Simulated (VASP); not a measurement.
# Mn (Pm-3n) in VASP: further runs

Mn is run at these levels: BLYP; tasks: single point, relaxation of cell and atoms.

All numbers are computed with VASP 6.6.1; they aren't measurements. Logs are shortened: lines on timing, memory, paths and dates and some standing lists are left out, and cuts for length are marked.

### Step 1. The cell of the first run

It takes space group Pm-3n (No. 223, cubic). The conventional cell has a = 4.475 Å, b = 4.475 Å, c = 4.475 Å, α = 90.00°, β = 90.00°, γ = 90.00°. Within 3.3 Å of Mn (site symmetry m-3) lie 12 Mn at 2.50 Å. Mn (site symmetry -4m2) has 14 Mn at 2.24 to 2.74 Å within 3.0 Å.

### Step 2. Single point, BLYP

INCAR reads:

```
PREC     = Accurate       # precision mode
ENCUT    = 520            # plane-wave cutoff, eV
EDIFF    = 1E-6           # SCF threshold, eV
ISMEAR   = -1             # smearing method
SIGMA    = 0.1            # smearing width, eV
LREAL    = False          # projectors in reciprocal space
LASPH    = True           # aspherical terms in the spheres
NELM     = 60             # most SCF steps
ALGO     = Normal         # electronic algorithm
ISIF     = 2              # what is computed and relaxed
LWAVE    = False          # write WAVECAR
LCHARG   = True           # write CHGCAR
GGA      = B5             # functional
ALDAX    = 1.0          
AGGAX    = 1.0          
AGGAC    = 1.0          
ALDAC    = 0.0          
LELF     = True           # ELF
LVHAR    = True         
NBANDS   = 62             # bands
```

KPOINTS reads:

```
Automatic mesh
0
Gamma
  6 6 6
```

POSCAR reads:

```
Mn
1.0
    4.4746638560      0.0000000000      0.0000000000
    0.0000000000      4.4746638560      0.0000000000
    0.0000000000      0.0000000000      4.4746638560
Mn
8
Direct
    0.0000000000      1.0000000000      0.0000000000
    0.5000000000      0.5000000000      0.5000000000
    0.2500000000      0.0000000000      0.5000000000
    0.7500000000      0.0000000000      0.5000000000
    0.5000000000      0.2500000000      1.0000000000
    0.5000000000      0.7500000000      1.0000000000
    1.0000000000      0.5000000000      0.2500000000
    1.0000000000      0.5000000000      0.7500000000
```

Potentials or basis: VASP PAW PBE potentials, release 64 (Mn_pv).

Command:

```sh
> cat potpaw_PBE.64/Mn_pv/POTCAR > POTCAR
> mpirun -np 1 vasp_std > vasp.out
```

OUTCAR:

```text
PREC = Accurate
   ENCUT = 520
   EDIFF = 1E-6
   ISMEAR = -1
   LREAL = False
   LASPH = True
   NELM = 60
   ISIF = 2
   GGA = B5

 ion  position               nearest neighbor table
   1  0.000  0.000  0.000-   3 2.50   4 2.50   5 2.50   6 2.50   7 2.50   8 2.50   3 2.50   4 2.50
                             7 2.50   8 2.50   5 2.50   6 2.50
   2  0.500  0.500  0.500-   3 2.50   4 2.50   5 2.50   6 2.50   7 2.50   8 2.50   5 2.50   6 2.50
                             3 2.50   4 2.50   7 2.50   8 2.50
   3  0.250  0.000  0.500-   4 2.24   4 2.24   1 2.50   1 2.50   2 2.50   2 2.50   8 2.74   5 2.74
                             5 2.74   6 2.74   6 2.74   7 2.74   8 2.74   7 2.74
   4  0.750  0.000  0.500-   3 2.24   3 2.24   1 2.50   1 2.50   2 2.50   2 2.50   8 2.74   5 2.74
                             5 2.74   6 2.74   6 2.74   7 2.74   8 2.74   7 2.74
   5  0.500  0.250  0.000-   6 2.24   6 2.24   1 2.50   2 2.50   2 2.50   1 2.50   8 2.74   4 2.74
                             3 2.74   4 2.74   3 2.74   7 2.74   7 2.74   8 2.74
   6  0.500  0.750  0.000-   5 2.24   5 2.24   1 2.50   2 2.50   2 2.50   1 2.50   8 2.74   4 2.74
                             3 2.74   4 2.74   3 2.74   7 2.74   7 2.74   8 2.74
   7  0.000  0.500  0.250-   8 2.24   8 2.24   1 2.50   2 2.50   1 2.50   2 2.50   3 2.74   4 2.74
                             5 2.74   3 2.74   4 2.74   6 2.74   5 2.74   6 2.74
   8  0.000  0.500  0.750-   7 2.24   7 2.24   1 2.50   2 2.50   1 2.50   2 2.50   3 2.74   4 2.74
                             5 2.74   3 2.74   4 2.74   6 2.74   5 2.74   6 2.74

  LATTYP: Found a simple cubic cell.
 ALAT       =     4.4746638560

  Lattice vectors:

 A1 = (   4.4746638560,   0.0000000000,   0.0000000000)
 A2 = (   0.0000000000,   4.4746638560,   0.0000000000)
 A3 = (   0.0000000000,   0.0000000000,   4.4746638560)

Analysis of symmetry for initial positions (statically):
=====================================================================
 Subroutine PRICEL returns:
 Original cell was already a primitive cell.

 Routine SETGRP: Setting up the symmetry group for a
 simple cubic supercell.

 Subroutine GETGRP returns: Found 48 space group operations
 (whereof 24 operations were pure point group operations)
 out of a pool of 48 trial point group operations.

The static configuration has the point symmetry T_h .
 The point group associated with its full space group is O_h .

Analysis of symmetry for dynamics (positions and initial velocities):
=====================================================================
 Subroutine PRICEL returns:
 Original cell was already a primitive cell.

 Routine SETGRP: Setting up the symmetry group for a
 simple cubic supercell.

 Subroutine GETGRP returns: Found 48 space group operations
 (whereof 24 operations were pure point group operations)
 out of a pool of 48 trial point group operations.

The dynamic configuration has the point symmetry T_h .
 The point group associated with its full space group is O_h .

 Subroutine INISYM returns: Found 48 space group operations
 (whereof 24 operations are pure point group operations),
 and found     1 'primitive' translations

----------------------------------------------------------------------------------------

                                     Primitive cell

  volume of cell :      89.5945

  direct lattice vectors                    reciprocal lattice vectors
     4.474663856  0.000000000  0.000000000     0.223480474  0.000000000  0.000000000
     0.000000000  4.474663856  0.000000000     0.000000000  0.223480474  0.000000000
     0.000000000  0.000000000  4.474663856     0.000000000  0.000000000  0.223480474

  length of vectors
     4.474663856  4.474663856  4.474663856     0.223480474  0.223480474  0.223480474

  position of ions in fractional coordinates (direct lattice)
     0.000000000  0.000000000  0.000000000
     0.500000000  0.500000000  0.500000000
     0.250000000  0.000000000  0.500000000
     0.750000000  0.000000000  0.500000000
     0.500000000  0.250000000  0.000000000
     0.500000000  0.750000000  0.000000000
     0.000000000  0.500000000  0.250000000
     0.000000000  0.500000000  0.750000000

  ion indices of the primitive-cell ions
   primitive index   ion index
                 1           1
                 2           2
                 3           3
                 4           4
                 5           5
                 6           6
                 7           7
                 8           8

----------------------------------------------------------------------------------------

 KPOINTS: Automatic mesh

Automatic generation of k-mesh.
 Grid dimensions read from file:
 generate k-points for:    6    6    6

 Generating k-lattice:

  Cartesian coordinates                     Fractional coordinates (reciprocal lattice)
     0.037246746  0.000000000  0.000000000     0.166666667  0.000000000  0.000000000
     0.000000000  0.037246746  0.000000000     0.000000000  0.166666667  0.000000000
     0.000000000  0.000000000  0.037246746     0.000000000  0.000000000  0.166666667

  Length of vectors
     0.037246746  0.037246746  0.037246746

  Shift w.r.t. Gamma in fractional coordinates (k-lattice)
     0.000000000  0.000000000  0.000000000

 Subroutine IBZKPT returns following result:
 ===========================================

 Found     20 irreducible k-points:

 Following reciprocal coordinates:
            Coordinates               Weight
  0.000000  0.000000  0.000000      1.000000
  0.166667  0.000000  0.000000      6.000000
  0.333333  0.000000  0.000000      6.000000
  0.500000  0.000000  0.000000      3.000000
  0.166667  0.166667  0.000000     12.000000
  0.333333  0.166667  0.000000     24.000000
[... 12 lines left out ...]
  0.500000  0.500000  0.333333      6.000000
  0.500000  0.500000  0.500000      1.000000
   k-points           NKPTS =     20   k-points in BZ     NKDIM =     20   number of bands    NBANDS=     62
   number of dos      NEDOS =    301   number of ions     NIONS =      8
   total plane-waves  NPLWV =  46656
   dimension x,y,z NGX =    36 NGY =   36 NGZ =   36
   dimension x,y,z NGXF=    72 NGYF=   72 NGZF=   72
   ions per type =               8
   NGX,Y,Z   is equivalent  to a cutoff of  13.37, 13.37, 13.37 a.u.
   NGXF,Y,Z  is equivalent  to a cutoff of  26.75, 26.75, 26.75 a.u.
 SYSTEM =  unknown system
   PREC   = accura    normal or accurate (medium, high low for compatibility)
   ISTART =      0    job   : 0-new  1-cont  2-samecut
   ICHARG =      2    charge: 1-file 2-atom 10-const
   ISPIN  =      1    spin polarized calculation?
   LNONCOLLINEAR =      F non collinear calculations
   LSORBIT =      F    spin-orbit coupling
   LASPH  =      T    aspherical Exc in radial PAW
   ENCUT  =  520.0 eV  38.22 Ry    6.18 a.u.   8.32  8.32  8.32*2*pi/ulx,y,z
   NELM   =     60;   NELMIN=  2; NELMDL= -5     # of ELM steps
   EDIFF  = 0.1E-05   stopping-criterion for ELM
   LREAL  =      F    real-space projection
[... 7 lines left out ...]
   TEBEG  =    0.0;   TEEND  =   0.0 temperature during run
   PSTRESS=    0.0 pullay stress
   NELECT =     104.0000    total number of electrons
   NUPDOWN=      -1.0000    fix difference up-down
   EMIN   =  10.00;   EMAX   =-10.00  energy-range for DOS
   EFERMI =   0.00;   METHOD = LEGACY
   ISMEAR =    -1;   SIGMA  =   0.10  broadening in eV -4-tet -1-fermi 0-gaus
   EFERMI_NEDOS =   21; number of points for ismear=-14 and -15
   IALGO  =     38    algorithm
   IMIX   =      4    mixing-type and parameters
     AMIX     =   0.40;   BMIX     =  1.00
     AMIX_MAG =   1.60;   BMIX_MAG =  1.00
  volume/ion in A,a.u.               =      11.20        75.58
  Fermi-wavevector in a.u.,A,eV,Ry     =   1.720517  3.251305 40.275657  2.960177
  Thomas-Fermi vector in A             =   2.796941
   LORBIT       =      0    0 simple, 1 ext, 2 COOP (PROOUT), +10 PAW based schemes
   GGA     = B5    functional components
   LHFCALC =     F    Hartree Fock is set to
   AEXX    =    0.0000 exact exchange contribution
   IVDW    =     0    specifies the selected vdW correction
   LEPSILON=     F    determine dielectric tensor
   LRPA    =     F    only Hartree local field effects (RPA)
 non-spin polarized calculation
  energy-cutoff  :      520.00
  volume of cell :       89.59
 maximum number of plane-waves:      2469
 NGX is ok and might be reduce to    36
   NGX = 17   NGY = 17   NGZ = 17

 number of electron     104.0000021 magnetization

 Free energy of the ion-electron system (eV)
  ---------------------------------------------------
  ext. energy  EPLUGINS =         0.00000000
  ---------------------------------------------------
  free energy    TOTEN  =       -62.46095194 eV

  energy without entropy =      -62.00173220  energy(sigma->0) =      -62.23134207

 E-fermi :  10.5719     XC(G=0): -13.1850

 val. band max:       10.5554947234   @ k =   0.1667   0.1667   0.0000
 cond. band min:      10.5757361804   @ k =   0.1667   0.1667   0.1667
 fundamental gap:      0.0202414570
 Fermi energy:        10.5719346271

 k-point     1 :       0.0000    0.0000    0.0000
  band No.  band energies     occupation
      1     -38.0173      2.00000
      2     -38.0173      2.00000
      3     -37.9370      2.00000
      4     -37.7091      2.00000
      5     -37.7091      2.00000
      6     -37.7091      2.00000
[... 54 lines left out ...]
     61      11.7381      0.00002
     62      11.7381      0.00002

 k-point     2 :       0.1667    0.0000    0.0000
  band No.  band energies     occupation
      1     -38.0207      2.00000
      2     -37.9921      2.00000
      3     -37.9073      2.00000
      4     -37.7044      2.00000
      5     -37.7044      2.00000
      6     -37.6765      2.00000
[... 1159 lines left out ...]
     61      11.6406      0.00005
     62      11.6407      0.00005

 k-point    20 :       0.5000    0.5000    0.5000
  band No.  band energies     occupation
      1     -37.6162      2.00000
      2     -37.6162      2.00000
      3     -37.6162      2.00000
      4     -37.6162      2.00000
      5     -37.6162      2.00000
      6     -37.6162      2.00000
[... 54 lines left out ...]
     61      11.6647      0.00004
     62      11.6647      0.00004

------------------------ aborting loop because EDIFF is reached ----------------------------------------

  FORCE on cell =-STRESS in cart. coord.  units (eV):
  Direction    XX          YY          ZZ          XY          YZ          ZX
  --------------------------------------------------------------------------------------
  -------------------------------------------------------------------------------------
  Total        0.1239453      0.1239453      0.1239453     -0.0000000     -0.0000000     -0.0000000
  in kB        2.2164574      2.2164574      2.2164574     -0.0000000     -0.0000000     -0.0000000
  external PRESSURE =       2.2164574 kB  Pullay stress =       0.0000000 kB

 VOLUME and BASIS-vectors are now :
 -----------------------------------------------------------------------------
  energy-cutoff  :      520.00
  volume of cell :       89.59
      direct lattice vectors                 reciprocal lattice vectors
     4.474663856  0.000000000  0.000000000     0.223480474  0.000000000  0.000000000
     0.000000000  4.474663856  0.000000000     0.000000000  0.223480474  0.000000000
     0.000000000  0.000000000  4.474663856     0.000000000  0.000000000  0.223480474

 POSITION                                       TOTAL-FORCE (eV/Angst)
 -----------------------------------------------------------------------------------
      0.00000      0.00000      0.00000        -0.000000     -0.000000     -0.000000
      2.23733      2.23733      2.23733        -0.000000     -0.000000     -0.000000
      1.11867      0.00000      2.23733         0.000000     -0.000000      0.000000
      3.35600      0.00000      2.23733        -0.000000      0.000000     -0.000000
      2.23733      1.11867      0.00000        -0.000000      0.000000     -0.000000
      2.23733      3.35600      0.00000        -0.000000     -0.000000      0.000000
      0.00000      2.23733      1.11867         0.000000      0.000000      0.000000
      0.00000      2.23733      3.35600         0.000000      0.000000     -0.000000
 -----------------------------------------------------------------------------------
    total drift:                                0.000000      0.000000     -0.000000

  FREE ENERGIE OF THE ION-ELECTRON SYSTEM (eV)
  ---------------------------------------------------
  free  energy   TOTEN  =       -62.4609519431 eV

  energy  without entropy=      -62.0017321981  energy(sigma->0) =      -62.23134207
```

Run time: 2.4 min. Hardware: 1 thread of Intel Xeon Platinum 8488C (Sapphire Rapids), shared host; peak memory 0.24 GiB.

Results:

| Quantity | Value |
| --- | --- |
| Free energy | -62.4610 eV |
| Pressure | 0.2 GPa |
| Band gap on the k mesh | zero (bands 52 and 53 overlap by 0.27 eV) |

Caveat: the PAW data sets were made with another functional, which shifts forces and pressure a little; the run has no spin polarisation, though such a crystal can be magnetic.

(Continued in part 2 of 2.)

The gap in the log of VASP goes by the Fermi energy; the results here count the filled bands.